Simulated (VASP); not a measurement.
# Hf (Im-3m) in VASP: notebook

Aim: see how the results for Hf move with the level of theory and the settings. Levels: revPBE+D3(BJ), PBEsol. Tasks: single point.

Everything below comes from runs of VASP 6.6.1. Logs are shortened: lines on timing, memory, paths and dates and some standing lists are left out, and cuts for length are marked.

## Step 1: The cell of the first run

The structure is cubic, space group Im-3m (No. 229). Conventional cell: a = 3.501 Å, b = 3.501 Å, c = 3.501 Å, α = 90.00°, β = 90.00°, γ = 90.00°. Hf (site symmetry m-3m) has 14 Hf at 3.03 to 3.50 Å within 4.0 Å.

## Step 2: Single point, revPBE+D3(BJ)

Input file INCAR:

```
SYSTEM = Hf
ALGO = Normal
EDIFF = 1E-6
ENCUT = 520
GGA = RE
ISIF = 2
ISMEAR = -1
IVDW = 12
LASPH = .TRUE.
LCHARG = .TRUE.
LELF = .TRUE.
LREAL = .FALSE.
LVHAR = .TRUE.
LWAVE = .FALSE.
NBANDS = 11
NELM = 80
PREC = Accurate
SIGMA = 0.05
```

Input file KPOINTS:

```
k-points
0
G
  9 9 9
  0 0 0
```

Input file POSCAR:

```
Hf
1.0
   -1.7503328567      1.7503328567      1.7503328567
    1.7503328567     -1.7503328567      1.7503328567
    1.7503328567      1.7503328567     -1.7503328567
Hf
1
Direct
    0.0000000000      0.0000000000      0.0000000000
```

Potentials or basis: VASP PAW PBE potentials, release 64 (Hf_pv).

The run is started by

```sh
> cat potpaw_PBE.64/Hf_pv/POTCAR > POTCAR
> mpirun -np 1 vasp_std > vasp.out
```

OUTCAR:

```text
SYSTEM = Hf
   EDIFF = 1E-6
   ENCUT = 520
   GGA = RE
   ISIF = 2
   ISMEAR = -1
   IVDW = 12
   LASPH = .TRUE.
   LREAL = .FALSE.
   NELM = 80
   PREC = Accurate
 IVDW          = 12

 ion  position               nearest neighbor table
   1  0.000  0.000  0.000-

  LATTYP: Found a body centered cubic cell.
 ALAT       =     3.5006657134

  Lattice vectors:

 A1 = (  -1.7503328567,   1.7503328567,   1.7503328567)
 A2 = (   1.7503328567,  -1.7503328567,   1.7503328567)
 A3 = (   1.7503328567,   1.7503328567,  -1.7503328567)

Analysis of symmetry for initial positions (statically):
=====================================================================
 Subroutine PRICEL returns:
 Original cell was already a primitive cell.

 Routine SETGRP: Setting up the symmetry group for a
 body centered cubic supercell.

 Subroutine GETGRP returns: Found 48 space group operations
 (whereof 48 operations were pure point group operations)
 out of a pool of 48 trial point group operations.

The static configuration has the point symmetry O_h .

Analysis of symmetry for dynamics (positions and initial velocities):
=====================================================================
 Subroutine PRICEL returns:
 Original cell was already a primitive cell.

 Routine SETGRP: Setting up the symmetry group for a
 body centered cubic supercell.

 Subroutine GETGRP returns: Found 48 space group operations
 (whereof 48 operations were pure point group operations)
 out of a pool of 48 trial point group operations.

The dynamic configuration has the point symmetry O_h .

 Subroutine INISYM returns: Found 48 space group operations
 (whereof 48 operations are pure point group operations),
 and found     1 'primitive' translations

----------------------------------------------------------------------------------------

                                     Primitive cell

  volume of cell :      21.4497

  direct lattice vectors                    reciprocal lattice vectors
    -1.750332857  1.750332857  1.750332857     0.000000000  0.285659952  0.285659952
     1.750332857 -1.750332857  1.750332857     0.285659952  0.000000000  0.285659952
     1.750332857  1.750332857 -1.750332857     0.285659952  0.285659952  0.000000000

  length of vectors
     3.031665438  3.031665438  3.031665438     0.403984178  0.403984178  0.403984178

  position of ions in fractional coordinates (direct lattice)
     0.000000000  0.000000000  0.000000000

  ion indices of the primitive-cell ions
   primitive index   ion index
                 1           1

----------------------------------------------------------------------------------------

 KPOINTS: k-points

Automatic generation of k-mesh.
 Grid dimensions read from file:
 generate k-points for:    9    9    9

 Generating k-lattice:

  Cartesian coordinates                     Fractional coordinates (reciprocal lattice)
     0.000000000  0.031739995  0.031739995     0.111111111  0.000000000  0.000000000
     0.031739995  0.000000000  0.031739995     0.000000000  0.111111111  0.000000000
     0.031739995  0.031739995  0.000000000     0.000000000  0.000000000  0.111111111

  Length of vectors
     0.044887131  0.044887131  0.044887131

  Shift w.r.t. Gamma in fractional coordinates (k-lattice)
     0.000000000  0.000000000  0.000000000

 Subroutine IBZKPT returns following result:
 ===========================================

 Found     35 irreducible k-points:

 Following reciprocal coordinates:
            Coordinates               Weight
  0.000000  0.000000  0.000000      1.000000
  0.111111  0.000000  0.000000     12.000000
  0.222222  0.000000  0.000000     12.000000
  0.333333  0.000000  0.000000     12.000000
  0.444444  0.000000  0.000000     12.000000
  0.111111  0.111111  0.000000     24.000000
[... 16 lines left out ...]
 -0.333333  0.444444  0.111111     48.000000
 -0.444444 -0.444444  0.111111     24.000000
 [... further k-points ...]
   k-points           NKPTS =     35   k-points in BZ     NKDIM =     35   number of bands    NBANDS=     11
   number of dos      NEDOS =    301   number of ions     NIONS =      1
   total plane-waves  NPLWV =  13824
   dimension x,y,z NGX =    24 NGY =   24 NGZ =   24
   dimension x,y,z NGXF=    48 NGYF=   48 NGZF=   48
   ions per type =               1
   NGX,Y,Z   is equivalent  to a cutoff of  13.16, 13.16, 13.16 a.u.
   NGXF,Y,Z  is equivalent  to a cutoff of  26.32, 26.32, 26.32 a.u.
 SYSTEM =  Hf
   PREC   = accura    normal or accurate (medium, high low for compatibility)
   ISTART =      0    job   : 0-new  1-cont  2-samecut
   ICHARG =      2    charge: 1-file 2-atom 10-const
   ISPIN  =      1    spin polarized calculation?
   LNONCOLLINEAR =      F non collinear calculations
   LSORBIT =      F    spin-orbit coupling
   LASPH  =      T    aspherical Exc in radial PAW
   ENCUT  =  520.0 eV  38.22 Ry    6.18 a.u.   5.64  5.64  5.64*2*pi/ulx,y,z
   NELM   =     80;   NELMIN=  2; NELMDL= -5     # of ELM steps
   EDIFF  = 0.1E-05   stopping-criterion for ELM
   LREAL  =      F    real-space projection
   EDIFFG = 0.1E-04   stopping-criterion for IOM
   NSW    =      0    number of steps for IOM
   IBRION =     -1    ionic relax: 0-MD 1-quasi-New 2-CG
   NFREE  =      0    steps in history (QN), initial steepest desc. (CG)
   ISIF   =      2    stress and relaxation
   ISYM   =      2    0-nonsym 1-usesym 2-fastsym
   POTIM  = 0.5000    time-step for ionic-motion
   TEBEG  =    0.0;   TEEND  =   0.0 temperature during run
   PSTRESS=    0.0 pullay stress
   NELECT =      10.0000    total number of electrons
   NUPDOWN=      -1.0000    fix difference up-down
   EMIN   =  10.00;   EMAX   =-10.00  energy-range for DOS
   EFERMI =   0.00;   METHOD = LEGACY
   ISMEAR =    -1;   SIGMA  =   0.05  broadening in eV -4-tet -1-fermi 0-gaus
   EFERMI_NEDOS =   21; number of points for ismear=-14 and -15
   IALGO  =     38    algorithm
   IMIX   =      4    mixing-type and parameters
     AMIX     =   0.40;   BMIX     =  1.00
     AMIX_MAG =   1.60;   BMIX_MAG =  1.00
  volume/ion in A,a.u.               =      21.45       144.75
  Fermi-wavevector in a.u.,A,eV,Ry     =   1.269407  2.398831 21.924345  1.611394
  Thomas-Fermi vector in A             =   2.402450
   LORBIT       =      0    0 simple, 1 ext, 2 COOP (PROOUT), +10 PAW based schemes
   GGA     = RE    functional components
   LHFCALC =     F    Hartree Fock is set to
   AEXX    =    0.0000 exact exchange contribution
   IVDW    =    12    specifies the selected vdW correction
   LEPSILON=     F    determine dielectric tensor
   LRPA    =     F    only Hartree local field effects (RPA)
 non-spin polarized calculation
  energy-cutoff  :      520.00
  volume of cell :       21.45
 maximum number of plane-waves:       603
   NGX = 11   NGY = 11   NGZ = 11

 number of electron      10.0000000 magnetization

 number of electron       9.9999998 magnetization

 Free energy of the ion-electron system (eV)
  ---------------------------------------------------
  ext. energy  EPLUGINS =         0.00000000
  ---------------------------------------------------
  free energy    TOTEN  =        -9.37666463 eV

  energy without entropy =       -9.35528992  energy(sigma->0) =       -9.36597727

 E-fermi :   4.9528     XC(G=0): -11.4309

 val. band max:        4.9039402132   @ k =  -0.4444   0.4444   0.1111
 cond. band min:       4.9651650312   @ k =   0.3333   0.2222   0.0000
 fundamental gap:      0.0612248180
 Fermi energy:         4.9527820782

 k-point     1 :       0.0000    0.0000    0.0000
  band No.  band energies     occupation
      1     -24.7558      2.00000
      2     -24.7558      2.00000
      3     -24.7558      2.00000
      4      -2.2345      2.00000
      5       6.5222      0.00000
      6       6.5222      0.00000
      7       6.5222      0.00000
      8       9.4189      0.00000
      9       9.4189      0.00000
     10      18.3910      0.00000
     11      18.3910      0.00000

 k-point     2 :       0.1111    0.0000    0.0000
  band No.  band energies     occupation
      1     -24.8735      2.00000
      2     -24.7921      2.00000
      3     -24.7564      2.00000
      4      -1.7635      2.00000
      5       6.1959      0.00000
      6       6.3570      0.00000
      7       6.9931      0.00000
      8       8.9725      0.00000
      9       9.4167      0.00000
     10      18.4277      0.00000
     11      18.8151      0.00000

 k-point     3 :       0.2222    0.0000    0.0000
  band No.  band energies     occupation
      1     -25.1609      2.00000
      2     -24.8828      2.00000
      3     -24.7580      2.00000
      4      -0.5299      2.00000
      5       5.4870      0.00005
      6       5.6735      0.00000
      7       8.3535      0.00000
      8       8.8182      0.00000
      9       9.5137      0.00000
     10      18.4134      0.00000
     11      18.9318      0.00000

 k-point     4 :       0.3333    0.0000    0.0000
  band No.  band energies     occupation
      1     -25.4715      2.00000
      2     -24.9839      2.00000
      3     -24.7599      2.00000
      4       0.8239      2.00000
      5       4.8188      1.87153
      6       5.2646      0.00391
      7       9.2120      0.00000
      8       9.8372      0.00000
      9      10.4113      0.00000
     10      17.2561      0.00000
     11      17.9667      0.00000
[... 239 lines left out ...]
 k-point    22 :      -0.4444    0.4444    0.1111
  band No.  band energies     occupation
      1     -25.6348      2.00000
      2     -25.0910      2.00000
      3     -24.8416      2.00000
      4       1.8296      2.00000
      5       4.9039      1.45296
      6       5.2274      0.00820
      7       8.2569      0.00000
      8      10.8047      0.00000
      9      12.3927      0.00000
     10      15.8673      0.00000
     11      17.5764      0.00000

 k-point    23 :      -0.3333    0.4444    0.1111
  band No.  band energies     occupation
      1     -25.5268      2.00000
      2     -25.1523      2.00000
      3     -24.9062      2.00000
      4       2.2850      2.00000
      5       4.3100      1.99999
      6       5.4313      0.00014
      7       8.0416      0.00000
      8      10.1324      0.00000
      9      12.0218      0.00000
     10      16.2257      0.00000
     11      18.4232      0.00000

 k-point    24 :      -0.4444   -0.4444    0.1111
  band No.  band energies     occupation
      1     -25.5962      2.00000
      2     -25.2007      2.00000
      3     -24.9056      2.00000
      4       2.5384      2.00000
      5       4.6575      1.99457
      6       4.9883      0.65879
      7       8.0096      0.00000
      8      10.9299      0.00000
      9      13.5716      0.00000
     10      14.7582      0.00000
     11      18.1184      0.00000

 [... further k-points ...]

------------------------ aborting loop because EDIFF is reached ----------------------------------------

 Edisp (eV)   -0.82200

 E8    (eV) :    -0.6271

  FORCE on cell =-STRESS in cart. coord.  units (eV):
  Direction    XX          YY          ZZ          XY          YZ          ZX
  --------------------------------------------------------------------------------------
  -------------------------------------------------------------------------------------
  Total      -0.05624    -0.05624    -0.05624     0.00000     0.00000     0.00000
  in kB      -4.20058    -4.20058    -4.20058     0.00000     0.00000     0.00000
  external pressure =       -4.20 kB  Pullay stress =        0.00 kB

 VOLUME and BASIS-vectors are now :
 -----------------------------------------------------------------------------
  energy-cutoff  :      520.00
  volume of cell :       21.45
      direct lattice vectors                 reciprocal lattice vectors
    -1.750332857  1.750332857  1.750332857     0.000000000  0.285659952  0.285659952
     1.750332857 -1.750332857  1.750332857     0.285659952  0.000000000  0.285659952
     1.750332857  1.750332857 -1.750332857     0.285659952  0.285659952  0.000000000

 POSITION                                       TOTAL-FORCE (eV/Angst)
 -----------------------------------------------------------------------------------
      0.00000      0.00000      0.00000         0.000000      0.000000     -0.000000
 -----------------------------------------------------------------------------------
    total drift:                                0.000000      0.000000      0.000000

  FREE ENERGIE OF THE ION-ELECTRON SYSTEM (eV)
  ---------------------------------------------------
  free  energy   TOTEN  =       -10.1986615278 eV

  energy  without entropy=      -10.1772868165  energy(sigma->0) =      -10.18797417
```

It took 14 s on 1 thread of Intel Xeon 8259CL, shared host; peak memory 0.12 GiB.

Results:

```
Free energy                : -10.1987 eV
Pressure                   : -0.4 GPa
Band gap on the k mesh     : zero (band 5 reaches 6.52 eV, above the bottom of band 6 at 4.23 eV)
Dispersion energy per atom : -0.822 eV
```

Caveat: the PAW data sets were made with another functional, which shifts forces and pressure a little; spin-orbit coupling is left out, which moves the levels of the heavy elements; pairwise dispersion overbinds metals, which lowers pressure and volume.

## Step 3: Single point, PBEsol

This run uses another cell than the first one, of 21.25 Å³/atom, 0.991 times its volume.

Input file INCAR:

```
  PREC = Accurate
  ENCUT = 520
  EDIFF = 1E-6
  ISMEAR = -1
  SIGMA = 0.05
  LREAL = F
  LASPH = T
  NELM = 80
  ALGO = Normal
  ISIF = 2
  LWAVE = F
  LCHARG = F
  GGA = PS
  NBANDS = 11
```

Input file KPOINTS:

```
Automatic mesh
0
Gamma
  9 9 9
```

Input file POSCAR:

```
Hf
1.0
   -1.7449155191      1.7449155191      1.7449155191
    1.7449155191     -1.7449155191      1.7449155191
    1.7449155191      1.7449155191     -1.7449155191
Hf
1
Direct
    0.0000000000      0.0000000000      0.0000000000
```

Potentials or basis: VASP PAW PBE potentials, release 64 (Hf_pv).

The run is started by

```sh
> cat potpaw_PBE.64/Hf_pv/POTCAR > POTCAR
> mpirun -np 1 vasp_std > vasp.out
```

It took 14 s on 1 thread of Intel Xeon 8259CL, shared host; peak memory 0.11 GiB.

Results (log left out):

```
Free energy            : -10.3336 eV
Pressure               : -0.3 GPa
Band gap on the k mesh : zero (band 5 reaches 6.32 eV, above the bottom of band 6 at 4.08 eV)
```

Levels at points of the mesh, in eV from the Fermi level:
| k point | band 1 | band 2 | band 3 | band 4 | band 5 | band 6 | band 7 | band 8 | band 9 | band 10 |
| --- | --- | --- | --- | --- | --- | --- | --- | --- | --- | --- |
| (0.00, 0.00, 0.00) | -29.58 | -29.58 | -29.58 | -7.22 | 1.54 | 1.54 | 1.54 | 4.49 | 4.49 | 13.56 |

Caveat: the PAW data sets were made with another functional, which shifts forces and pressure a little; spin-orbit coupling is left out, which moves the levels of the heavy elements.
